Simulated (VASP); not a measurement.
# P in VASP: settings compared, part 2 of 2

VASP 6.6.1.

## (5) Relaxation of cell and atoms, PBEsol, target pressure 10 GPa, at which the enthalpy is minimised

File INCAR:

```
  ALGO = Normal
  EDIFF = 1E-7
  EDIFFG = -0.01
  ENCUT = 600
  GGA = PS
  IBRION = 2
  ISIF = 3
  ISMEAR = -1
  LASPH = T
  LCHARG = F
  LREAL = F
  LWAVE = F
  NELM = 60
  NSW = 80
  PREC = Accurate
  PSTRESS = 100.0
  SIGMA = 0.05
```

File KPOINTS:

```
k-points
0
Gamma
  9 9 9
```

File POSCAR:

```
P
1.0
    1.7257251780      0.9963478961      3.1296800121
   -1.7257251780      0.9963478961      3.1296800121
    0.0000000000     -1.9926957921      3.1296800121
P
2
Direct
    0.7729197500      0.7729197500      0.7729197500
    0.2270802500      0.2270802500      0.2270802500
```

Potentials or basis: VASP PAW PBE potentials, release 64 (P).

Run with:

```bash
$ cat potpaw_PBE.64/P/POTCAR > POTCAR
$ mpirun -np 1 vasp_std > vasp.out
```

OUTCAR:

```text
EDIFF = 1E-7
   EDIFFG = -0.01
   ENCUT = 600
   GGA = PS
   IBRION = 2
   ISIF = 3
   ISMEAR = -1
   LASPH = T
   LREAL = F
   NELM = 60
   NSW = 80
   PREC = Accurate
   PSTRESS = 100.0

 ion  position               nearest neighbor table
   1  0.773  0.773  0.773-   2 2.29   2 2.29   2 2.29   2 2.82   2 2.82   2 2.82
   2  0.227  0.227  0.227-   1 2.29   1 2.29   1 2.29   1 2.82   1 2.82   1 2.82

  LATTYP: Found a trigonal (rhomboedric) cell.
 ALAT       =     3.7102201415
 COS(alpha) =     0.5673129383

  Lattice vectors:

 A1 = (   1.7257251780,   0.9963478961,   3.1296800121)
 A2 = (  -1.7257251780,   0.9963478961,   3.1296800121)
 A3 = (   0.0000000000,  -1.9926957921,   3.1296800121)

Analysis of symmetry for initial positions (statically):
=====================================================================
 Subroutine PRICEL returns:
 Original cell was already a primitive cell.

 Routine SETGRP: Setting up the symmetry group for a
 trigonal (rhombohedral) supercell.

 Subroutine GETGRP returns: Found 12 space group operations
 (whereof 12 operations were pure point group operations)
 out of a pool of 12 trial point group operations.

The static configuration has the point symmetry D_3d.

Analysis of symmetry for dynamics (positions and initial velocities):
=====================================================================
 Subroutine PRICEL returns:
 Original cell was already a primitive cell.

 Routine SETGRP: Setting up the symmetry group for a
 trigonal (rhombohedral) supercell.

 Subroutine GETGRP returns: Found 12 space group operations
 (whereof 12 operations were pure point group operations)
 out of a pool of 12 trial point group operations.

The dynamic configuration has the point symmetry D_3d.

 Subroutine INISYM returns: Found 12 space group operations
 (whereof 12 operations are pure point group operations),
 and found     1 'primitive' translations

----------------------------------------------------------------------------------------

                                     Primitive cell

  volume of cell :      32.2875

  direct lattice vectors                    reciprocal lattice vectors
[... 106 lines left out ...]
     AMIX     =   0.40;   BMIX     =  1.00
     AMIX_MAG =   1.60;   BMIX_MAG =  1.00
  volume/ion in A,a.u.               =      16.14       108.94
  Fermi-wavevector in a.u.,A,eV,Ry     =   1.107636  2.093128 16.692396  1.226857
  Thomas-Fermi vector in A             =   2.244152
   LORBIT       =      0    0 simple, 1 ext, 2 COOP (PROOUT), +10 PAW based schemes
   GGA     = PS    functional components
   LHFCALC =     F    Hartree Fock is set to
   AEXX    =    0.0000 exact exchange contribution
   IVDW    =     0    specifies the selected vdW correction
   LEPSILON=     F    determine dielectric tensor
   LRPA    =     F    only Hartree local field effects (RPA)
 conjugate gradient relaxation of ions
 non-spin polarized calculation
  energy-cutoff  :      600.00
  volume of cell :       32.29
 maximum number of plane-waves:      1090
 NGX is ok and might be reduce to    30
   NGX = 15   NGY = 15   NGZ = 15

--------------------------------------- Ionic step        1  -------------------------------------------

 number of electron      10.0000000 magnetization

 Free energy of the ion-electron system (eV)
  ---------------------------------------------------
  ext. energy  EPLUGINS =         0.00000000
  ---------------------------------------------------
  free energy    TOTEN  =       -11.56294268 eV

  energy without entropy =      -11.56047037  energy(sigma->0) =      -11.56170652

 E-fermi :   8.9370     XC(G=0): -10.8717

 val. band max:        8.8436844843   @ k =   0.4444   0.4444   0.4444
 cond. band min:       8.9526779573   @ k =   0.4444   0.4444   0.0000
 fundamental gap:      0.1089934729
 Fermi energy:         8.9369545553

 k-point     1 :       0.0000    0.0000    0.0000
  band No.  band energies     occupation
      1      -7.6186      2.00000
      2       5.3264      2.00000
      3       5.7660      2.00000
      4       6.0331      2.00000
      5       6.0331      2.00000
      6      10.2200      0.00000
      7      11.5380      0.00000
      8      11.5380      0.00000
      9      14.6859      0.00000
[... 385 lines left out ...]
  energy  without entropy=      -11.4809310285  energy(sigma->0) =      -11.48286869

  enthalpy is  TOTEN    =        -9.6985586904 eV   P V=        1.7862476527

[... ionic steps 4 to 9 ...]

--------------------------------------- Ionic step       10  -------------------------------------------

 number of electron      10.0000000 magnetization

------------------------ aborting loop because EDIFF is reached ----------------------------------------
[... 71 lines left out ...]
--------------------------------------- Ionic step       12  -------------------------------------------

 number of electron      10.0000000 magnetization

 Free energy of the ion-electron system (eV)
  ---------------------------------------------------
  ext. energy  EPLUGINS =         0.00000000
  ---------------------------------------------------
  free energy    TOTEN  =       -11.49800835 eV

  energy without entropy =      -11.49361182  energy(sigma->0) =      -11.49581009

 E-fermi :  10.9816     XC(G=0): -11.7457

 val. band max:       10.9377833410   @ k =  -0.4444   0.4444   0.4444
 cond. band min:      11.0053346261   @ k =   0.3333  -0.0000  -0.0000
 fundamental gap:      0.0675512852
 Fermi energy:        10.9816117456

 k-point     1 :       0.0000    0.0000    0.0000
  band No.  band energies     occupation
      1      -6.5814      2.00000
      2       8.5222      2.00000
      3       8.5222      2.00000
      4       8.6810      2.00000
      5      10.2706      2.00000
      6      14.6787      0.00000
      7      14.9970      0.00000
      8      14.9970      0.00000
      9      16.5365      0.00000
[... 309 lines left out ...]
  energy  without entropy=      -11.4936118190  energy(sigma->0) =      -11.49581009

  enthalpy is  TOTEN    =        -9.8298172375 eV   P V=        1.6681911149

 reached required accuracy - stopping structural energy minimisation
```

OSZICAR:

```text
N       E                     dE             d eps       ncg     rms          rms(c)
DAV:   1     0.254472448132E+02    0.25447E+02   -0.50287E+03  1530   0.107E+03
DAV:   2    -0.105539043405E+02   -0.36001E+02   -0.35099E+02  2327   0.134E+02
DAV:   3    -0.116078311364E+02   -0.10539E+01   -0.10430E+01  1928   0.254E+01
[... 108 lines left out ...]
DAV:   1    -0.114980034459E+02   -0.28780E-03   -0.17597E-03  1724   0.278E-01    0.240E-02
DAV:   2    -0.114980089346E+02   -0.54887E-05   -0.65199E-05  2051   0.715E-02    0.734E-03
DAV:   3    -0.114980085368E+02    0.39781E-06   -0.40201E-07  2023   0.550E-03    0.326E-03
DAV:   4    -0.114980083684E+02    0.16843E-06   -0.15295E-07  1147   0.291E-03    0.401E-04
DAV:   5    -0.114980083524E+02    0.16002E-07   -0.26060E-08   826   0.141E-03
  12 F= -.98298172E+01 E0= -.98276190E+01  d E =-.318632E-04
```

It took 3.5 min on 1 thread of Intel Xeon Platinum 8259CL at 2.50GHz (Skylake/Cascade Lake), shared host; peak memory 0.18 GiB.

What came out:

| Item | Value |
| --- | --- |
| Free energy | -11.4980 eV |
| Relaxed volume | 13.36 Å³/atom |
| Relaxed cell | a = 3.355 Å, b = 3.355 Å, c = 3.355 Å, α = 60.03°, β = 60.03°, γ = 60.03° |
| Space group after relaxing (to 0.1 Å) | R-3m (No. 166) |
| Energy change on relaxing (the run minimises the enthalpy) | +32.5 meV/atom |
| Ionic steps | 12 |
| Pressure after relaxing | 10.0 GPa |
| Largest force after relaxing | 0.008 eV/Å |
| Band gap on the k mesh | zero (bands 5 and 6 overlap by 2.41 eV) |

Forces on the atoms (eV/Å):
```
P    0.000  0.000 -0.008
P    0.000  0.000  0.008
```

Step by step:
```csv
step,energy change (eV),largest force (eV/Å),pressure (GPa),volume (Å³)
1,0.0000,0.2415,-1.77,32.29
2,0.2115,1.2240,19.07,27.06
3,0.0781,0.9112,10.75,28.62
4,0.0592,0.4340,11.44,27.76
5,0.0755,0.2716,11.44,26.95
6,0.1960,0.0071,18.70,25.32
7,0.1009,0.1409,13.28,26.29
8,0.0248,0.0796,5.00,27.60
9,0.0600,0.0530,9.60,26.83
10,0.0629,0.0313,9.85,26.76
11,0.0652,0.0171,10.02,26.72
12,0.0649,0.0080,9.95,26.73
```

Final structure:
```
P
1.0
     1.67844    0.96905    2.73877
    -1.67844    0.96905    2.73877
     0.00000   -1.93809    2.73877
P
2
Direct
  0.75754 0.75754 0.75754
  0.24246 0.24246 0.24246
```

Levels at points of the mesh, in eV from the Fermi level:
```
           k point  band 2  band 3  band 4  band 5  band 6  band 7  band 8  band 9
(0.00, 0.00, 0.00)   -2.46   -2.46   -2.30   -0.71    3.70    4.02    4.02    5.55
```

Caveat: the cell is relaxed towards a set pressure, so the run minimises the enthalpy, not the energy; the volume moved by over 15 % at a fixed basis, so the end points are rough; the PAW data sets were made with another functional, which shifts forces and pressure a little.

## (6) Single point, PBE

File INCAR:

```
ALGO = Normal
EDIFF = 1E-6
ENCUT = 500
GGA = PE
GGA_COMPAT = False
ISIF = 2
ISMEAR = -1
LASPH = True
LCHARG = False
LREAL = False
LWAVE = False
NBANDS = 12
NELM = 120
PREC = Accurate
SIGMA = 0.05
```

KPOINTS is that of step 5.

File POSCAR:

```
P
1.0
    1.7257251800      0.9963478972      3.1296800133
   -1.7257251800      0.9963478972      3.1296800133
    0.0000000000     -1.9926957944      3.1296800133
P
2
Direct
    0.7729197500      0.7729197500      0.7729197500
    0.2270802500      0.2270802500      0.2270802500
```

Potentials or basis: VASP PAW PBE potentials, release 64 (P).

Run with:

```bash
$ cat potpaw_PBE.64/P/POTCAR > POTCAR
$ mpirun -np 1 vasp_std > vasp.out
```

It took 17 s on 1 thread of Intel Xeon Platinum 8488C (Sapphire Rapids), shared host; peak memory 0.16 GiB.

It converged, with:

* Free energy: -10.6546 eV
* Pressure: 1.5 GPa
* Largest force: 0.192 eV/Å
* Band gap on the k mesh: zero (bands 5 and 6 overlap by 0.72 eV)

Forces in eV/Å, atoms in the order of the input:
```
P    0.000  0.000 -0.192
P    0.000  0.000  0.192
```

Stress tensor (GPa, compression positive):
```
1.90 0.00 0.00
0.00 1.90 0.00
0.00 0.00 0.67
```

Levels at points of the mesh, in eV from the Fermi level:
```tsv
k point	band 2	band 3	band 4	band 5	band 6	band 7	band 8	band 9
(0.00, 0.00, 0.00)	-3.70	-3.22	-2.98	-2.98	1.27	2.57	2.57	5.74
```

## (7) Summary

```tsv
task	level	cell	cutoff (eV)	smearing	gap on the mesh (eV)	pressure (GPa)	largest force (eV/Å)
single point	PBEsol	a = 3.710 Å, angles 55.4°, 2 atoms, atomic positions A	520	gaussian 0.05 eV	none	-7.9	0.85
single point	PBEsol	a = 3.412 Å, angles 59.7°, 2 atoms, atomic positions B	520	fermi-dirac 0.05 eV	none	5.0	0.02
single point	PBEsol	a = 3.554 Å, angles 57.8°, 2 atoms, atomic positions C	520	fermi-dirac 0.05 eV	none	0.0	0.01
relaxation of cell and atoms	PBEsol	relaxed to 10 GPa from a = 3.710 Å, angles 55.4°, 2 atoms, atomic positions D	600	fermi-dirac 0.05 eV	none	10.0	0.01
single point	PBE	a = 3.710 Å, angles 55.4°, 2 atoms, atomic positions D	500	fermi-dirac 0.05 eV	none	1.5	0.19
```

Alike in all rows: potentials or basis VASP PAW PBE potentials, release 64 (P); no spin polarisation; k mesh 9 × 9 × 9.

Caveats: the PAW data sets were made with another functional, which shifts forces and pressure a little (at least some runs); the cell stands under tension (at least some runs); the cell stands under pressure (at least some runs); the cell is relaxed towards a set pressure, so the run minimises the enthalpy, not the energy (at least some runs); the volume moved by over 15 % at a fixed basis, so the end points are rough (at least some runs).

Total energies depend on the potentials used, so only differences within one code and one set of settings carry meaning.
